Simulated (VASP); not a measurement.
# SnO (Pmn2_1) in VASP: single point with PBEsol

Aim: the single point of SnO with PBEsol.

All numbers are computed with VASP 6.6.1; they aren't measurements. Logs are shortened: lines on timing, memory, paths and dates and some standing lists are left out, and cuts for length are marked.

## Step 1: The cell of the first run

The structure is orthorhombic, space group Pmn2_1 (No. 31). The conventional cell has a = 3.355 Å, b = 5.674 Å, c = 4.222 Å, α = 90.00°, β = 90.00°, γ = 90.00°. Within 2.8 Å of Sn (site symmetry m) lie 3 O at 2.15 to 2.16 Å. Within 2.8 Å of O (site symmetry m) lie 3 Sn at 2.15 to 2.16 Å.

## Step 2: Single point, PBEsol

INCAR reads:

```
ALGO = Normal ; EDIFF = 1E-6
ENCUT = 520 ; GGA = PS
ISIF = 2 ; ISMEAR = 0
LASPH = T ; LCHARG = F
LREAL = F ; LWAVE = F
NBANDS = 28 ; NELM = 60
PREC = Accurate ; SIGMA = 0.01
```

KPOINTS reads:

```
k-points
0
Gamma
  5 3 4
```

POSCAR reads:

```
SnO
1.0
    3.3550000000      0.0000000000      0.0000000000
    0.0000000000      5.6741000000      0.0000000000
    0.0000000000      0.0000000000      4.2219700000
Sn O
2 2
Direct
    0.0000000000      0.2319100000      0.5131400000
    0.5000000000      0.7680900000      0.0131400000
    0.0000000000      0.8912500000      0.7368600000
    0.5000000000      0.1087500000      0.2368600000
```

Potentials or basis: VASP PAW PBE potentials, release 64 (Sn_d, O).

On the command line:

```sh
> cat potpaw_PBE.64/Sn_d/POTCAR potpaw_PBE.64/O/POTCAR > POTCAR
> mpirun -np 1 vasp_std > vasp.out
```

OUTCAR:

```text
EDIFF = 1E-6
   ENCUT = 520
   GGA = PS
   ISIF = 2
   ISMEAR = 0
   LASPH = T
   LREAL = F
   NELM = 60
   PREC = Accurate

 ion  position               nearest neighbor table
   1  0.000  0.232  0.513-   3 2.15   4 2.16   4 2.16
   2  0.500  0.768  0.013-   4 2.15   3 2.16   3 2.16
   3  0.000  0.891  0.737-   1 2.15   2 2.16   2 2.16
   4  0.500  0.109  0.237-   2 2.15   1 2.16   1 2.16

  LATTYP: Found a simple orthorhombic cell.
 ALAT       =     3.3550000000
 B/A-ratio  =     1.2584113264
 C/A-ratio  =     1.6912369598

  Lattice vectors:

 A1 = (  -3.3550000000,   0.0000000000,   0.0000000000)
 A2 = (   0.0000000000,   0.0000000000,   4.2219700000)
 A3 = (   0.0000000000,   5.6741000000,   0.0000000000)

Analysis of symmetry for initial positions (statically):
=====================================================================
 Subroutine PRICEL returns:
 Original cell was already a primitive cell.

 Routine SETGRP: Setting up the symmetry group for a
 simple orthorhombic supercell.

 Subroutine GETGRP returns: Found  4 space group operations
 (whereof  2 operations were pure point group operations)
 out of a pool of  8 trial point group operations.

The static configuration has the point symmetry C_1h.
 The point group associated with its full space group is C_2v.

Analysis of symmetry for dynamics (positions and initial velocities):
=====================================================================
 Subroutine PRICEL returns:
 Original cell was already a primitive cell.

 Routine SETGRP: Setting up the symmetry group for a
 simple orthorhombic supercell.

 Subroutine GETGRP returns: Found  4 space group operations
 (whereof  2 operations were pure point group operations)
 out of a pool of  8 trial point group operations.

The dynamic configuration has the point symmetry C_1h.
 The point group associated with its full space group is C_2v.

 Subroutine INISYM returns: Found  4 space group operations
 (whereof  2 operations are pure point group operations),
 and found     1 'primitive' translations

----------------------------------------------------------------------------------------

                                     Primitive cell

  volume of cell :      80.3720

  direct lattice vectors                    reciprocal lattice vectors
     3.355000000  0.000000000  0.000000000     0.298062593  0.000000000  0.000000000
     0.000000000  5.674100000  0.000000000     0.000000000  0.176239404  0.000000000
     0.000000000  0.000000000  4.221970000     0.000000000  0.000000000  0.236856254

  length of vectors
     3.355000000  5.674100000  4.221970000     0.298062593  0.176239404  0.236856254

  position of ions in fractional coordinates (direct lattice)
     0.000000000  0.231910000  0.513140000
     0.500000000  0.768090000  0.013140000
     0.000000000  0.891250000  0.736860000
     0.500000000  0.108750000  0.236860000

  ion indices of the primitive-cell ions
   primitive index   ion index
                 1           1
                 2           2
                 3           3
                 4           4

----------------------------------------------------------------------------------------

 KPOINTS: k-points

Automatic generation of k-mesh.
 Grid dimensions read from file:
 generate k-points for:    5    3    4

 Generating k-lattice:

  Cartesian coordinates                     Fractional coordinates (reciprocal lattice)
     0.059612519  0.000000000  0.000000000     0.200000000  0.000000000  0.000000000
     0.000000000  0.058746468  0.000000000     0.000000000  0.333333333  0.000000000
     0.000000000  0.000000000  0.059214064     0.000000000  0.000000000  0.250000000

  Length of vectors
     0.059612519  0.058746468  0.059214064

  Shift w.r.t. Gamma in fractional coordinates (k-lattice)
     0.000000000  0.000000000  0.000000000

 Subroutine IBZKPT returns following result:
 ===========================================

 Found     18 irreducible k-points:

 Following reciprocal coordinates:
            Coordinates               Weight
  0.000000  0.000000  0.000000      1.000000
  0.200000  0.000000  0.000000      2.000000
  0.400000  0.000000  0.000000      2.000000
  0.000000  0.333333  0.000000      2.000000
  0.200000  0.333333  0.000000      4.000000
  0.400000  0.333333  0.000000      4.000000
[... 10 lines left out ...]
  0.200000  0.333333  0.500000      4.000000
  0.400000  0.333333  0.500000      4.000000
   k-points           NKPTS =     18   k-points in BZ     NKDIM =     18   number of bands    NBANDS=     28
   number of dos      NEDOS =    301   number of ions     NIONS =      4
   total plane-waves  NPLWV =  37632
   dimension x,y,z NGX =    28 NGY =   42 NGZ =   32
   dimension x,y,z NGXF=    56 NGYF=   84 NGZF=   64
   ions per type =               2   2
   NGX,Y,Z   is equivalent  to a cutoff of  13.87, 12.31, 12.60 a.u.
   NGXF,Y,Z  is equivalent  to a cutoff of  27.75, 24.61, 25.20 a.u.
 SYSTEM =  unknown system
   PREC   = accura    normal or accurate (medium, high low for compatibility)
   ISTART =      0    job   : 0-new  1-cont  2-samecut
   ICHARG =      2    charge: 1-file 2-atom 10-const
   ISPIN  =      1    spin polarized calculation?
   LNONCOLLINEAR =      F non collinear calculations
   LSORBIT =      F    spin-orbit coupling
   LASPH  =      T    aspherical Exc in radial PAW
   ENCUT  =  520.0 eV  38.22 Ry    6.18 a.u.   6.24 10.55  7.85*2*pi/ulx,y,z
   NELM   =     60;   NELMIN=  2; NELMDL= -5     # of ELM steps
   EDIFF  = 0.1E-05   stopping-criterion for ELM
   LREAL  =      F    real-space projection
   EDIFFG = 0.1E-04   stopping-criterion for IOM
   NSW    =      0    number of steps for IOM
   IBRION =     -1    ionic relax: 0-MD 1-quasi-New 2-CG
   NFREE  =      0    steps in history (QN), initial steepest desc. (CG)
   ISIF   =      2    stress and relaxation
   ISYM   =      2    0-nonsym 1-usesym 2-fastsym
   POTIM  = 0.5000    time-step for ionic-motion
   TEBEG  =    0.0;   TEEND  =   0.0 temperature during run
   PSTRESS=    0.0 pullay stress
   NELECT =      40.0000    total number of electrons
   NUPDOWN=      -1.0000    fix difference up-down
   EMIN   =  10.00;   EMAX   =-10.00  energy-range for DOS
   EFERMI =   0.00;   METHOD = LEGACY
   ISMEAR =     0;   SIGMA  =   0.01  broadening in eV -4-tet -1-fermi 0-gaus
   EFERMI_NEDOS =   21; number of points for ismear=-14 and -15
   IALGO  =     38    algorithm
   IMIX   =      4    mixing-type and parameters
     AMIX     =   0.40;   BMIX     =  1.00
     AMIX_MAG =   1.60;   BMIX_MAG =  1.00
  volume/ion in A,a.u.               =      20.09       135.59
  Fermi-wavevector in a.u.,A,eV,Ry     =   1.297358  2.451652 22.900491  1.683139
  Thomas-Fermi vector in A             =   2.428756
   LORBIT       =      0    0 simple, 1 ext, 2 COOP (PROOUT), +10 PAW based schemes
   GGA     = PS    functional components
   LHFCALC =     F    Hartree Fock is set to
   AEXX    =    0.0000 exact exchange contribution
   IVDW    =     0    specifies the selected vdW correction
   LEPSILON=     F    determine dielectric tensor
   LRPA    =     F    only Hartree local field effects (RPA)
 non-spin polarized calculation
 Gauss-broadening in eV      SIGMA  =   0.01
  energy-cutoff  :      520.00
  volume of cell :       80.37
 maximum number of plane-waves:      2178
 NGX is ok and might be reduce to    28
   NGX = 13   NGY = 21   NGZ = 15

 number of electron      39.9999992 magnetization

 Free energy of the ion-electron system (eV)
  ---------------------------------------------------
  ext. energy  EPLUGINS =         0.00000000
  ---------------------------------------------------
  free energy    TOTEN  =       -23.79235303 eV

  energy without entropy =      -23.79235303  energy(sigma->0) =      -23.79235303

 E-fermi :   4.7541     XC(G=0):  -9.7639

 val. band max:        4.7080489528   @ k =   0.0000   0.0000   0.0000
 cond. band min:       6.2485166276   @ k =   0.4000   0.3333   0.0000
 fundamental gap:      1.5404676749
 Fermi energy:         4.7540681010

 k-point     1 :       0.0000    0.0000    0.0000
  band No.  band energies     occupation
      1     -16.4146      2.00000
      2     -16.0879      2.00000
      3     -16.0034      2.00000
      4     -15.9773      2.00000
      5     -15.9498      2.00000
      6     -15.9181      2.00000
[... 20 lines left out ...]
     27      13.3587      0.00000
     28      13.9410      0.00000

 k-point     2 :       0.2000    0.0000    0.0000
  band No.  band energies     occupation
      1     -16.4019      2.00000
      2     -16.1207      2.00000
      3     -16.0086      2.00000
      4     -15.9809      2.00000
      5     -15.9643      2.00000
      6     -15.9205      2.00000
[... 20 lines left out ...]
     27      13.1834      0.00000
     28      14.1527      0.00000

 k-point     3 :       0.4000    0.0000    0.0000
  band No.  band energies     occupation
      1     -16.3941      2.00000
      2     -16.3125      2.00000
      3     -15.9692      2.00000
      4     -15.9549      2.00000
      5     -15.9356      2.00000
      6     -15.9246      2.00000
[... 20 lines left out ...]
     27      13.1296      0.00000
     28      14.3988      0.00000

 k-point     4 :       0.0000    0.3333    0.0000
  band No.  band energies     occupation
      1     -16.4086      2.00000
      2     -16.0912      2.00000
      3     -15.9983      2.00000
      4     -15.9748      2.00000
      5     -15.9521      2.00000
      6     -15.9241      2.00000
[... 20 lines left out ...]
     27      13.9396      0.00000
     28      14.4061      0.00000

 k-point     5 :       0.2000    0.3333    0.0000
  band No.  band energies     occupation
      1     -16.3999      2.00000
      2     -16.1208      2.00000
      3     -16.0126      2.00000
      4     -15.9791      2.00000
      5     -15.9597      2.00000
      6     -15.9233      2.00000
[... 20 lines left out ...]
     27      13.5395      0.00000
     28      14.5804      0.00000

 k-point     6 :       0.4000    0.3333    0.0000
  band No.  band energies     occupation
      1     -16.3977      2.00000
      2     -16.3159      2.00000
      3     -15.9644      2.00000
      4     -15.9550      2.00000
      5     -15.9347      2.00000
      6     -15.9251      2.00000
[... 277 lines left out ...]
      5     -15.9139      2.00000
      6     -15.9139      2.00000
[... 20 lines left out ...]
     27      13.6122      0.00000
     28      13.6122      0.00000

 k-point    16 :       0.0000    0.3333    0.5000
  band No.  band energies     occupation
      1     -16.2741      2.00000
      2     -16.2741      2.00000
      3     -15.9734      2.00000
      4     -15.9734      2.00000
      5     -15.9713      2.00000
      6     -15.9713      2.00000
[... 20 lines left out ...]
     27      15.0869      0.00000
     28      15.0869      0.00000

 k-point    17 :       0.2000    0.3333    0.5000
  band No.  band energies     occupation
      1     -16.2942      2.00000
      2     -16.2942      2.00000
      3     -15.9925      2.00000
      4     -15.9925      2.00000
      5     -15.9489      2.00000
      6     -15.9489      2.00000
[... 20 lines left out ...]
     27      14.8255      0.00000
     28      14.8255      0.00000

 k-point    18 :       0.4000    0.3333    0.5000
  band No.  band energies     occupation
      1     -16.3755      2.00000
      2     -16.3755      2.00000
      3     -15.9838      2.00000
      4     -15.9838      2.00000
      5     -15.9144      2.00000
      6     -15.9144      2.00000
[... 20 lines left out ...]
     27      14.2186      0.00000
     28      14.2186      0.00000

------------------------ aborting loop because EDIFF is reached ----------------------------------------

  FORCE on cell =-STRESS in cart. coord.  units (eV):
  Direction    XX          YY          ZZ          XY          YZ          ZX
  --------------------------------------------------------------------------------------
  -------------------------------------------------------------------------------------
  Total       -1.7016003     -1.2731428     -1.2877671      0.0000000      0.0000000      0.0000000
  in kB      -33.9205970    -25.3794983    -25.6710272      0.0000000      0.0000000      0.0000000
  external PRESSURE =     -28.3237075 kB  Pullay stress =       0.0000000 kB

 VOLUME and BASIS-vectors are now :
 -----------------------------------------------------------------------------
  energy-cutoff  :      520.00
  volume of cell :       80.37
      direct lattice vectors                 reciprocal lattice vectors
     3.355000000  0.000000000  0.000000000     0.298062593  0.000000000  0.000000000
     0.000000000  5.674100000  0.000000000     0.000000000  0.176239404  0.000000000
     0.000000000  0.000000000  4.221970000     0.000000000  0.000000000  0.236856254

 POSITION                                       TOTAL-FORCE (eV/Angst)
 -----------------------------------------------------------------------------------
      0.00000      1.31588      2.16646         0.000000     -0.336807     -0.101370
      1.67750      4.35822      0.05548         0.000000      0.336807     -0.101370
      0.00000      5.05704      3.11100         0.000000      0.125667      0.101370
      1.67750      0.61706      1.00002         0.000000     -0.125667      0.101370
 -----------------------------------------------------------------------------------
    total drift:                                0.000000     -0.000000     -0.000018

  FREE ENERGIE OF THE ION-ELECTRON SYSTEM (eV)
  ---------------------------------------------------
  free  energy   TOTEN  =       -23.7923530278 eV

  energy  without entropy=      -23.7923530278  energy(sigma->0) =      -23.79235303
```

Wall time 18 s (1 thread of Intel Xeon 6975P-C (Granite Rapids), shared host); peak memory 0.2 GiB.

What came out:

```
Free energy            : -23.7924 eV
Pressure               : -2.8 GPa
Largest force          : 0.352 eV/Å
Band gap on the k mesh : 1.54 eV, indirect (least direct gap 2.13 eV)
```

Forces on the atoms (eV/Å):
```
Sn   0.000 -0.337 -0.101
Sn   0.000  0.337 -0.101
O    0.000  0.126  0.101
O    0.000 -0.126  0.101
```

Stress tensor (GPa, compression positive):
```
-3.39  0.00  0.00
 0.00 -2.54  0.00
 0.00  0.00 -2.57
```

Levels at points of the mesh, in eV from the valence-band top:
| k point | band 18 | band 19 | band 20 | band 21 | band 22 | band 23 |
| --- | --- | --- | --- | --- | --- | --- |
| (0.00, 0.00, 0.00) | -2.64 | -2.05 | 0.00 | 2.61 | 3.10 | 5.81 |
| (0.00, 0.00, 0.50) | -3.20 | -1.66 | -1.66 | 2.61 | 2.61 | 5.17 |

Caveat: the PAW data sets were made with another functional, which shifts forces and pressure a little; spin-orbit coupling is left out, which moves the levels of the heavy elements.
